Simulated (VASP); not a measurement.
# SnTe (F-43m) in VASP: further runs

Runs on SnTe. Level: LDA. Tasks: single point.

Everything below comes from runs of VASP 6.6.1. Logs are shortened: lines on timing, memory, paths and dates and some standing lists are left out, and cuts for length are marked.

## 1. The cell of the first run

It takes space group F-43m (No. 216, cubic). The conventional cell has a = 7.174 Å, b = 7.174 Å, c = 7.174 Å, α = 90.00°, β = 90.00°, γ = 90.00°. Te (site symmetry -43m) has 4 Sn at 3.11 Å within 4.1 Å. Within 4.1 Å of Sn (site symmetry -43m) lie 4 Te at 3.11 Å.

## 2. Single point, LDA

Contents of INCAR:

```
PREC = Accurate ; ENCUT = 520
EDIFF = 1E-6 ; ISMEAR = -1
SIGMA = 0.05 ; LREAL = F
LASPH = T ; NELM = 100
ALGO = Normal ; ISIF = 2
LWAVE = F ; LCHARG = T
LELF = T ; LVHAR = T
NBANDS = 17
```

Contents of KPOINTS:

```
regular mesh
0
Gamma
  6 6 6
```

Contents of POSCAR:

```
SnTe
1.0
    0.0000000000      3.5869093905      3.5869093905
    3.5869093905      0.0000000000      3.5869093905
    3.5869093905      3.5869093905      0.0000000000
Te Sn
1 1
Direct
    0.2500000000      0.2500000000      0.2500000000
    0.0000000000      0.0000000000      0.0000000000
```

Potentials or basis: VASP PAW LDA potentials, release 64 (Te, Sn_d).

Run with:

```console
> cat potpaw_LDA.64/Te/POTCAR potpaw_LDA.64/Sn_d/POTCAR > POTCAR
> mpirun -np 1 vasp_std > vasp.out
```

OUTCAR:

```text
PREC = Accurate
   ENCUT = 520
   EDIFF = 1E-6
   ISMEAR = -1
   LREAL = F
   LASPH = T
   NELM = 100
   ISIF = 2

 ion  position               nearest neighbor table
   1  0.250  0.250  0.250-   2 3.11   2 3.11   2 3.11   2 3.11
   2  0.000  0.000  0.000-   1 3.11   1 3.11   1 3.11   1 3.11

  LATTYP: Found a face centered cubic cell.
 ALAT       =     7.1738187810

  Lattice vectors:

 A1 = (   0.0000000000,   3.5869093905,   3.5869093905)
 A2 = (   3.5869093905,   0.0000000000,   3.5869093905)
 A3 = (   3.5869093905,   3.5869093905,   0.0000000000)

Analysis of symmetry for initial positions (statically):
=====================================================================
 Subroutine PRICEL returns:
 Original cell was already a primitive cell.

 Routine SETGRP: Setting up the symmetry group for a
 face centered cubic supercell.

 Subroutine GETGRP returns: Found 24 space group operations
 (whereof 24 operations were pure point group operations)
 out of a pool of 48 trial point group operations.

The static configuration has the point symmetry T_d .

Analysis of symmetry for dynamics (positions and initial velocities):
=====================================================================
 Subroutine PRICEL returns:
 Original cell was already a primitive cell.

 Routine SETGRP: Setting up the symmetry group for a
 face centered cubic supercell.

 Subroutine GETGRP returns: Found 24 space group operations
 (whereof 24 operations were pure point group operations)
 out of a pool of 48 trial point group operations.

The dynamic configuration has the point symmetry T_d .

 Subroutine INISYM returns: Found 24 space group operations
 (whereof 24 operations are pure point group operations),
 and found     1 'primitive' translations

----------------------------------------------------------------------------------------

                                     Primitive cell

  volume of cell :      92.2978

  direct lattice vectors                    reciprocal lattice vectors
     0.000000000  3.586909390  3.586909390    -0.139395771  0.139395771  0.139395771
     3.586909390  0.000000000  3.586909390     0.139395771 -0.139395771  0.139395771
     3.586909390  3.586909390  0.000000000     0.139395771  0.139395771 -0.139395771

  length of vectors
     5.072655907  5.072655907  5.072655907     0.241440558  0.241440558  0.241440558

  position of ions in fractional coordinates (direct lattice)
     0.250000000  0.250000000  0.250000000
     0.000000000  0.000000000  0.000000000

  ion indices of the primitive-cell ions
   primitive index   ion index
                 1           1
                 2           2

----------------------------------------------------------------------------------------

 KPOINTS: regular mesh

Automatic generation of k-mesh.
 Grid dimensions read from file:
 generate k-points for:    6    6    6

 Generating k-lattice:

  Cartesian coordinates                     Fractional coordinates (reciprocal lattice)
    -0.023232629  0.023232629  0.023232629     0.166666667  0.000000000  0.000000000
     0.023232629 -0.023232629  0.023232629     0.000000000  0.166666667  0.000000000
     0.023232629  0.023232629 -0.023232629     0.000000000  0.000000000  0.166666667

  Length of vectors
     0.040240093  0.040240093  0.040240093

  Shift w.r.t. Gamma in fractional coordinates (k-lattice)
     0.000000000  0.000000000  0.000000000

 Subroutine IBZKPT returns following result:
 ===========================================

 Found     16 irreducible k-points:

 Following reciprocal coordinates:
            Coordinates               Weight
  0.000000  0.000000  0.000000      1.000000
  0.166667  0.000000  0.000000      8.000000
  0.333333  0.000000  0.000000      8.000000
  0.500000  0.000000  0.000000      4.000000
  0.166667  0.166667  0.000000      6.000000
  0.333333  0.166667  0.000000     24.000000
[... 8 lines left out ...]
 -0.333333  0.333333  0.166667     24.000000
 -0.333333  0.500000  0.166667     12.000000
   k-points           NKPTS =     16   k-points in BZ     NKDIM =     16   number of bands    NBANDS=     17
   number of dos      NEDOS =    301   number of ions     NIONS =      2
   total plane-waves  NPLWV =  64000
   dimension x,y,z NGX =    40 NGY =   40 NGZ =   40
   dimension x,y,z NGXF=    80 NGYF=   80 NGZF=   80
   ions per type =               1   1
   NGX,Y,Z   is equivalent  to a cutoff of  13.11, 13.11, 13.11 a.u.
   NGXF,Y,Z  is equivalent  to a cutoff of  26.22, 26.22, 26.22 a.u.
 SYSTEM =  unknown system
   PREC   = accura    normal or accurate (medium, high low for compatibility)
   ISTART =      0    job   : 0-new  1-cont  2-samecut
   ICHARG =      2    charge: 1-file 2-atom 10-const
   ISPIN  =      1    spin polarized calculation?
   LNONCOLLINEAR =      F non collinear calculations
   LSORBIT =      F    spin-orbit coupling
   LASPH  =      T    aspherical Exc in radial PAW
   ENCUT  =  520.0 eV  38.22 Ry    6.18 a.u.   9.43  9.43  9.43*2*pi/ulx,y,z
   NELM   =    100;   NELMIN=  2; NELMDL= -5     # of ELM steps
   EDIFF  = 0.1E-05   stopping-criterion for ELM
   LREAL  =      F    real-space projection
   EDIFFG = 0.1E-04   stopping-criterion for IOM
   NSW    =      0    number of steps for IOM
   IBRION =     -1    ionic relax: 0-MD 1-quasi-New 2-CG
   NFREE  =      0    steps in history (QN), initial steepest desc. (CG)
   ISIF   =      2    stress and relaxation
   ISYM   =      2    0-nonsym 1-usesym 2-fastsym
   POTIM  = 0.5000    time-step for ionic-motion
   TEBEG  =    0.0;   TEEND  =   0.0 temperature during run
   PSTRESS=    0.0 pullay stress
   NELECT =      20.0000    total number of electrons
   NUPDOWN=      -1.0000    fix difference up-down
   EMIN   =  10.00;   EMAX   =-10.00  energy-range for DOS
   EFERMI =   0.00;   METHOD = LEGACY
   ISMEAR =    -1;   SIGMA  =   0.05  broadening in eV -4-tet -1-fermi 0-gaus
   EFERMI_NEDOS =   21; number of points for ismear=-14 and -15
   IALGO  =     38    algorithm
   IMIX   =      4    mixing-type and parameters
     AMIX     =   0.40;   BMIX     =  1.00
     AMIX_MAG =   1.60;   BMIX_MAG =  1.00
  volume/ion in A,a.u.               =      46.15       311.43
  Fermi-wavevector in a.u.,A,eV,Ry     =   0.983304  1.858175 13.155290  0.966887
  Thomas-Fermi vector in A             =   2.114452
   LORBIT       =      0    0 simple, 1 ext, 2 COOP (PROOUT), +10 PAW based schemes
   GGA     = CA    functional components
   LHFCALC =     F    Hartree Fock is set to
   AEXX    =    0.0000 exact exchange contribution
   IVDW    =     0    specifies the selected vdW correction
   LEPSILON=     F    determine dielectric tensor
   LRPA    =     F    only Hartree local field effects (RPA)
 non-spin polarized calculation
  energy-cutoff  :      520.00
  volume of cell :       92.30
 maximum number of plane-waves:      2511
 NGX is ok and might be reduce to    40
   NGX = 19   NGY = 19   NGZ = 19

 number of electron      20.0000005 magnetization

 Free energy of the ion-electron system (eV)
  ---------------------------------------------------
  ext. energy  EPLUGINS =         0.00000000
  ---------------------------------------------------
  free energy    TOTEN  =        -8.01807345 eV

  energy without entropy =       -8.01484430  energy(sigma->0) =       -8.01645887

 E-fermi :   3.0466     XC(G=0):  -7.8853

 val. band max:        2.9351666147   @ k =  -0.3333   0.5000   0.1667
 cond. band min:       3.0822242763   @ k =   0.5000   0.5000   0.0000
 fundamental gap:      0.1470576617
 Fermi energy:         3.0466207376

 k-point     1 :       0.0000    0.0000    0.0000
  band No.  band energies     occupation
      1     -18.6021      2.00000
      2     -18.6021      2.00000
      3     -18.6021      2.00000
      4     -18.5905      2.00000
      5     -18.5905      2.00000
      6      -8.5669      2.00000
[... 9 lines left out ...]
     16       9.5420      0.00000
     17      10.5814      0.00000

 k-point     2 :       0.1667    0.0000    0.0000
  band No.  band energies     occupation
      1     -18.6025      2.00000
      2     -18.6018      2.00000
      3     -18.6018      2.00000
      4     -18.5905      2.00000
      5     -18.5905      2.00000
      6      -8.4478      2.00000
[... 9 lines left out ...]
     16       8.9881      0.00000
     17      10.0713      0.00000

 k-point     3 :       0.3333    0.0000    0.0000
  band No.  band energies     occupation
      1     -18.6033      2.00000
      2     -18.6010      2.00000
      3     -18.6010      2.00000
      4     -18.5904      2.00000
      5     -18.5904      2.00000
      6      -8.1705      2.00000
[... 9 lines left out ...]
     16       9.1229      0.00000
     17      10.3210      0.00000

 k-point     4 :       0.5000    0.0000    0.0000
  band No.  band energies     occupation
      1     -18.6037      2.00000
      2     -18.6006      2.00000
      3     -18.6006      2.00000
      4     -18.5903      2.00000
      5     -18.5903      2.00000
      6      -8.0038      2.00000
[... 9 lines left out ...]
     16       9.9531      0.00000
     17       9.9531      0.00000

 k-point     5 :       0.1667    0.1667    0.0000
  band No.  band energies     occupation
      1     -18.6031      2.00000
      2     -18.6014      2.00000
      3     -18.6014      2.00000
      4     -18.5907      2.00000
      5     -18.5903      2.00000
      6      -8.4068      2.00000
[... 9 lines left out ...]
     16       9.8141      0.00000
     17      11.1571      0.00000

 k-point     6 :       0.3333    0.1667    0.0000
  band No.  band energies     occupation
      1     -18.6039      2.00000
      2     -18.6007      2.00000
      3     -18.6006      2.00000
      4     -18.5908      2.00000
      5     -18.5901      2.00000
      6      -8.1757      2.00000
[... 9 lines left out ...]
     16       9.9100      0.00000
     17      10.9564      0.00000

 k-point     7 :       0.5000    0.1667    0.0000
  band No.  band energies     occupation
      1     -18.6041      2.00000
      2     -18.6004      2.00000
      3     -18.6002      2.00000
      4     -18.5906      2.00000
      5     -18.5902      2.00000
      6      -7.9526      2.00000
[... 9 lines left out ...]
     16      10.0622      0.00000
     17      10.2522      0.00000

 k-point     8 :      -0.3333    0.1667    0.0000
  band No.  band energies     occupation
      1     -18.6038      2.00000
      2     -18.6005      2.00000
      3     -18.6005      2.00000
      4     -18.5904      2.00000
      5     -18.5904      2.00000
      6      -8.0115      2.00000
[... 9 lines left out ...]
     16       9.6497      0.00000
     17      10.6315      0.00000

 k-point     9 :      -0.1667    0.1667    0.0000
  band No.  band energies     occupation
      1     -18.6032      2.00000
      2     -18.6013      2.00000
      3     -18.6010      2.00000
      4     -18.5906      2.00000
      5     -18.5903      2.00000
      6      -8.2717      2.00000
[... 9 lines left out ...]
     16       9.0668      0.00000
     17      11.0667      0.00000

 k-point    10 :       0.3333    0.3333    0.0000
  band No.  band energies     occupation
      1     -18.6051      2.00000
      2     -18.5998      2.00000
      3     -18.5998      2.00000
      4     -18.5911      2.00000
      5     -18.5898      2.00000
      6      -8.0211      2.00000
[... 9 lines left out ...]
     16      10.6153      0.00000
     17      12.4972      0.00000

 k-point    11 :       0.5000    0.3333    0.0000
  band No.  band energies     occupation
      1     -18.6053      2.00000
      2     -18.5995      2.00000
      3     -18.5994      2.00000
      4     -18.5911      2.00000
      5     -18.5898      2.00000
      6      -7.8385      2.00000
[... 9 lines left out ...]
     16      10.4999      0.00000
     17      11.7973      0.00000

 k-point    12 :      -0.3333    0.3333    0.0000
  band No.  band energies     occupation
      1     -18.6045      2.00000
      2     -18.6000      2.00000
      3     -18.5997      2.00000
      4     -18.5908      2.00000
      5     -18.5901      2.00000
      6      -7.8343      2.00000
[... 9 lines left out ...]
     16      10.3299      0.00000
     17      11.9520      0.00000

 k-point    13 :       0.5000    0.5000    0.0000
  band No.  band energies     occupation
      1     -18.6061      2.00000
      2     -18.5990      2.00000
      3     -18.5990      2.00000
      4     -18.5914      2.00000
      5     -18.5896      2.00000
      6      -7.7743      2.00000
[... 9 lines left out ...]
     16      11.2607      0.00000
     17      11.2607      0.00000

 k-point    14 :       0.5000    0.3333    0.1667
  band No.  band energies     occupation
      1     -18.6044      2.00000
      2     -18.6003      2.00000
      3     -18.5998      2.00000
      4     -18.5908      2.00000
      5     -18.5900      2.00000
      6      -7.9592      2.00000
[... 9 lines left out ...]
     16      10.3804      0.00000
     17      11.3970      0.00000

 k-point    15 :      -0.3333    0.3333    0.1667
  band No.  band energies     occupation
      1     -18.6045      2.00000
      2     -18.6003      2.00000
      3     -18.5994      2.00000
      4     -18.5907      2.00000
      5     -18.5901      2.00000
      6      -7.8344      2.00000
[... 9 lines left out ...]
     16      10.2102      0.00000
     17      11.2274      0.00000

 k-point    16 :      -0.3333    0.5000    0.1667
  band No.  band energies     occupation
      1     -18.6052      2.00000
      2     -18.5999      2.00000
      3     -18.5990      2.00000
      4     -18.5911      2.00000
      5     -18.5899      2.00000
      6      -7.7718      2.00000
[... 9 lines left out ...]
     16      10.9647      0.00000
     17      10.9836      0.00000

------------------------ aborting loop because EDIFF is reached ----------------------------------------

  FORCE on cell =-STRESS in cart. coord.  units (eV):
  Direction    XX          YY          ZZ          XY          YZ          ZX
  --------------------------------------------------------------------------------------
  -------------------------------------------------------------------------------------
  Total       -1.0117590     -1.0117590     -1.0117590      0.0000000     -0.0000000     -0.0000000
  in kB      -17.5629094    -17.5629094    -17.5629094      0.0000000     -0.0000000     -0.0000000
  external PRESSURE =     -17.5629094 kB  Pullay stress =       0.0000000 kB

 VOLUME and BASIS-vectors are now :
 -----------------------------------------------------------------------------
  energy-cutoff  :      520.00
  volume of cell :       92.30
      direct lattice vectors                 reciprocal lattice vectors
     0.000000000  3.586909390  3.586909390    -0.139395771  0.139395771  0.139395771
     3.586909390  0.000000000  3.586909390     0.139395771 -0.139395771  0.139395771
     3.586909390  3.586909390  0.000000000     0.139395771  0.139395771 -0.139395771

 POSITION                                       TOTAL-FORCE (eV/Angst)
 -----------------------------------------------------------------------------------
      1.79345      1.79345      1.79345        -0.000000     -0.000000     -0.000000
      0.00000      0.00000      0.00000         0.000000      0.000000      0.000000
 -----------------------------------------------------------------------------------
    total drift:                               -0.000000     -0.000000     -0.000000

  FREE ENERGIE OF THE ION-ELECTRON SYSTEM (eV)
  ---------------------------------------------------
  free  energy   TOTEN  =        -8.0180734498 eV

  energy  without entropy=       -8.0148442994  energy(sigma->0) =       -8.01645887
```

It took 22 s on 1 thread of Intel Xeon 6975P-C (Granite Rapids), shared host; peak memory 0.2 GiB.

Results:

* Free energy: -8.0181 eV
* Pressure: -1.8 GPa
* Band gap on the k mesh: 0.15 eV, indirect (least direct gap 0.70 eV)

Caveat: spin-orbit coupling is left out, which moves the levels of the heavy elements. A k mesh can miss the band edges.

## 3. Single point, LDA

This run uses another cell than the first one, of 47.09 Å³/atom, 1.020 times its volume.

Contents of INCAR:

```
SYSTEM = SnTe
PREC = Accurate
ENCUT = 520
EDIFF = 1E-6
ISMEAR = -1
SIGMA = 0.05
LREAL = .False.
LASPH = .True.
NELM = 100
ALGO = Normal
ISIF = 2
LWAVE = .False.
LCHARG = .True.
GGA = CA
LELF = .True.
LVHAR = .True.
NBANDS = 17
```

Contents of KPOINTS:

```
regular mesh
0
Gamma
  6 6 6
  0 0 0
```

Contents of POSCAR:

```
SnTe
1.0
    0.0000000000      3.6111460000      3.6111460000
    3.6111460000      0.0000000000      3.6111460000
    3.6111460000      3.6111460000      0.0000000000
Te Sn
1 1
Direct
    0.2500000000      0.2500000000      0.2500000000
    0.0000000000      0.0000000000      0.0000000000
```

Potentials or basis: VASP PAW LDA potentials, release 64 (Te, Sn_d).

Run with:

```console
> cat potpaw_LDA.64/Te/POTCAR potpaw_LDA.64/Sn_d/POTCAR > POTCAR
> mpirun -np 1 vasp_std > vasp.out
```

Run time: 22 s. Hardware: 1 thread of Intel Xeon 6975P-C (Granite Rapids), shared host; peak memory 0.2 GiB.

The run converged. Its results:

| Item | Value |
| --- | --- |
| Free energy | -7.9953 eV |
| Pressure | -2.2 GPa |
| Band gap on the k mesh | 0.19 eV, indirect (least direct gap 0.72 eV) |

Levels at points of the mesh, in eV from the valence-band top:
| k point | band 7 | band 8 | band 9 | band 10 | band 11 | band 12 | band 13 | band 14 |
| --- | --- | --- | --- | --- | --- | --- | --- | --- |
| (0.00, 0.00, 0.00) | -5.11 | -1.73 | -1.73 | -1.73 | 1.15 | 1.15 | 1.15 | 4.06 |
| (0.50, 0.00, 0.00) | -6.88 | -2.27 | -2.27 | -1.92 | 1.95 | 1.95 | 3.49 | 5.65 |
| (0.50, 0.50, 0.00) | -7.23 | -2.93 | -2.93 | -0.53 | 0.19 | 4.00 | 4.00 | 5.46 |

Caveat: spin-orbit coupling is left out, which moves the levels of the heavy elements.
